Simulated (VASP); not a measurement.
Runs of VASP 6.6.1 on Mo. The structure is that of space group P6_3/mmc (No. 194), or close to it. The cells are those of the table. This isn't the form of Mo at room conditions, which is bcc.

```tsv
cell	gap on the mesh (eV)	pressure (GPa)
a = 2.785, b = 2.785, c = 9.715 Å, angles 90.0, 90.0, 120.0°, 4 atoms	none	0.4
a = 2.822, b = 2.822, c = 9.842 Å, angles 90.0, 90.0, 120.0°, 4 atoms	none	-7.9
a = 2.669, b = 2.669, c = 9.309 Å, angles 90.0, 90.0, 120.0°, 4 atoms	none	38.5
a = 2.748, b = 2.748, c = 9.583 Å, angles 90.0, 90.0, 120.0°, 4 atoms	none	(a)
a = 2.709, b = 2.709, c = 9.448 Å, angles 90.0, 90.0, 120.0°, 4 atoms	none	(b)
```

Alike in all rows: task single point; level RPBE; potentials or basis VASP PAW PBE potentials, release 64 (Mo_sv); no spin polarisation; k mesh 15 × 15 × 4; cutoff (eV) 520; smearing fermi-dirac 0.1 eV.

Q: Fill in the values left out.

A: (a) 10.6; (b) 23.1.

Caveats: the PAW data sets were made with another functional, which shifts forces and pressure a little; the cell stands under pressure (at least some runs); the cell stands under tension (at least some runs); the stress differs along the axes, from 34 to 41 GPa (at least some runs).

A k mesh can miss the band edges, and the runs leave out spin-orbit coupling on Mo.

A gap of «none» marks levels without a gap at the run's occupations.
